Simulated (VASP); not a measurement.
# Ni (Fm-3m) in VASP: notebook, part 2 of 2

VASP 6.6.1. Earlier steps stand in the parts before.

**4. Single point, r2SCAN**

Contents of POSCAR:

```
Ni
1.0
    0.0000000000      1.7330608651      1.7330608651
    1.7330608651      0.0000000000      1.7330608651
    1.7330608651      1.7330608651      0.0000000000
Ni
1
Direct
    0.0000000000      0.0000000000      0.0000000000
```

Contents of INCAR.step1:

```
SYSTEM = Ni
PREC = Accurate
ENCUT = 520
ISMEAR = -1
SIGMA = 0.3
LREAL = .False.
LASPH = .True.
NELM = 60
NBANDS = 11
GGA = PE
ALGO = Normal
EDIFF = 1E-4
LWAVE = .True.
LCHARG = .False.
```

Contents of INCAR.step2:

```
SYSTEM = Ni
PREC = Accurate
ENCUT = 520
EDIFF = 1E-6
ISMEAR = -1
SIGMA = 0.3
LREAL = .False.
LASPH = .True.
NELM = 60
ALGO = Normal
ISIF = 2
LWAVE = .False.
LCHARG = .False.
METAGGA = R2SCAN
LMIXTAU = .True.
NBANDS = 11
ISTART = 1
```

Contents of KPOINTS:

```
Automatic mesh
0
Gamma
  15 15 15
  0 0 0
```

Potentials or basis: VASP PAW PBE potentials, release 64 (Ni).

Command:

```console
> cat potpaw_PBE.64/Ni/POTCAR > POTCAR
> cp INCAR.step1 INCAR
> mpirun -np 1 vasp_std > vasp.out
> cp INCAR.step2 INCAR
> mpirun -np 1 vasp_std > vasp.out
```

OUTCAR:

```text
SYSTEM = Ni
   PREC = Accurate
   ENCUT = 520
   EDIFF = 1E-6
   ISMEAR = -1
   LREAL = .False.
   LASPH = .True.
   NELM = 60
   ISIF = 2
   METAGGA = R2SCAN
   ISTART = 1

 ion  position               nearest neighbor table
   1  0.000  0.000  0.000-

  LATTYP: Found a face centered cubic cell.
 ALAT       =     3.4661217302

  Lattice vectors:

 A1 = (   0.0000000000,   1.7330608651,   1.7330608651)
 A2 = (   1.7330608651,   0.0000000000,   1.7330608651)
 A3 = (   1.7330608651,   1.7330608651,   0.0000000000)
[... 504 lines left out ...]
      2       7.0480      1.99978
      3       7.9602      1.99534
      4       8.0094      1.99451
      5       8.3627      1.98227
      6       8.9262      1.88946
      7      30.8653      0.00000
      8      33.7948      0.00000
      9      33.8968      0.00000
     10      36.4318      0.00000
     11      41.8553      0.00000

 [... further k-points ...]
[... 5 lines left out ...]
  --------------------------------------------------------------------------------------
  -------------------------------------------------------------------------------------
  Total        0.2239375      0.2239375      0.2239375     -0.0000000     -0.0000000      0.0000000
  in kB       34.4640210     34.4640210     34.4640210     -0.0000000     -0.0000000      0.0000000
  external PRESSURE =      34.4640210 kB  Pullay stress =       0.0000000 kB

 VOLUME and BASIS-vectors are now :
 -----------------------------------------------------------------------------
  energy-cutoff  :      520.00
  volume of cell :       10.41
      direct lattice vectors                 reciprocal lattice vectors
     0.000000000  1.733060865  1.733060865    -0.288506890  0.288506890  0.288506890
     1.733060865  0.000000000  1.733060865     0.288506890 -0.288506890  0.288506890
     1.733060865  1.733060865  0.000000000     0.288506890  0.288506890 -0.288506890

 POSITION                                       TOTAL-FORCE (eV/Angst)
 -----------------------------------------------------------------------------------
      0.00000      0.00000      0.00000         0.000000      0.000000      0.000000
 -----------------------------------------------------------------------------------
    total drift:                                0.000000      0.000000      0.000000

  FREE ENERGIE OF THE ION-ELECTRON SYSTEM (eV)
  ---------------------------------------------------
  free  energy   TOTEN  =       -12.1098622045 eV

  energy  without entropy=      -11.6612222663  energy(sigma->0) =      -11.88554224
```

OUTCAR.step1:

```text
SYSTEM = Ni
   PREC = Accurate
   ENCUT = 520
   ISMEAR = -1
   LREAL = .False.
   LASPH = .True.
[... 554 lines left out ...]
 -----------------------------------------------------------------------------------
      0.00000      0.00000      0.00000        -0.000000      0.000000     -0.000000
 -----------------------------------------------------------------------------------
    total drift:                                0.000000      0.000000      0.000000

  FREE ENERGIE OF THE ION-ELECTRON SYSTEM (eV)
  ---------------------------------------------------
  free  energy   TOTEN  =        -5.6958407191 eV

  energy  without entropy=       -5.2370381257  energy(sigma->0) =       -5.46643942
```

OSZICAR.step1:

```text
N       E                     dE             d eps       ncg     rms          rms(c)
DAV:   1     0.279088431602E+02    0.27909E+02   -0.50116E+03  2736   0.126E+03
DAV:   2    -0.583645171557E+01   -0.33745E+02   -0.31857E+02  2724   0.171E+02
DAV:   3    -0.673909589819E+01   -0.90264E+00   -0.89523E+00  2897   0.323E+01
DAV:   4    -0.674616841031E+01   -0.70725E-02   -0.70707E-02  2992   0.259E+00
DAV:   5    -0.674631114792E+01   -0.14274E-03   -0.14274E-03  2943   0.352E-01    0.103E+01
DAV:   6    -0.600345938741E+01    0.74285E+00   -0.13846E+01  3215   0.534E+01    0.560E+00
DAV:   7    -0.571660233876E+01    0.28686E+00   -0.22720E+00  3165   0.202E+01    0.198E+00
DAV:   8    -0.569755632045E+01    0.19046E-01   -0.26828E-02  3802   0.166E+00    0.512E-01
DAV:   9    -0.569582471406E+01    0.17316E-02   -0.17944E-03  3843   0.299E-01    0.763E-02
DAV:  10    -0.569584071912E+01   -0.16005E-04   -0.15838E-05  1557   0.447E-02
   1 F= -.56958407E+01 E0= -.54664394E+01  d E =-.458803E+00
```

It took 22 s on 1 thread of Intel Xeon 6975P-C (Granite Rapids), shared host; peak memory 0.12 GiB.

What came out:

```
Free energy            : -12.1099 eV
Pressure               : 3.4 GPa
Band gap on the k mesh : zero (band 5 reaches 9.77 eV, above the bottom of band 6 at 8.68 eV)
```

Caveat: the PAW data sets were made with another functional, which shifts forces and pressure a little; the run has no spin polarisation, though such a crystal can be magnetic. Spin polarisation is off, so any magnetic state and its effect on volume and gap are missing.

**5. Summary**

| smearing | gap on the mesh (eV) | pressure (GPa) |
| --- | --- | --- |
| fermi-dirac 0.03 eV | none | 0.0 |
| fermi-dirac 0.2 eV | none | 1.9 |
| fermi-dirac 0.3 eV | none | 3.4 |

Alike in all rows: task single point; level r2SCAN; potentials or basis VASP PAW PBE potentials, release 64 (Ni); no spin polarisation; cell as given; k mesh 15 × 15 × 15; cutoff (eV) 520.

Every run on the cell as given and a fine mesh finds a metal.

Caveats: the PAW data sets were made with another functional, which shifts forces and pressure a little; the run has no spin polarisation, though such a crystal can be magnetic.

Total energies depend on the potentials used, so only differences within one code and one set of settings carry meaning.
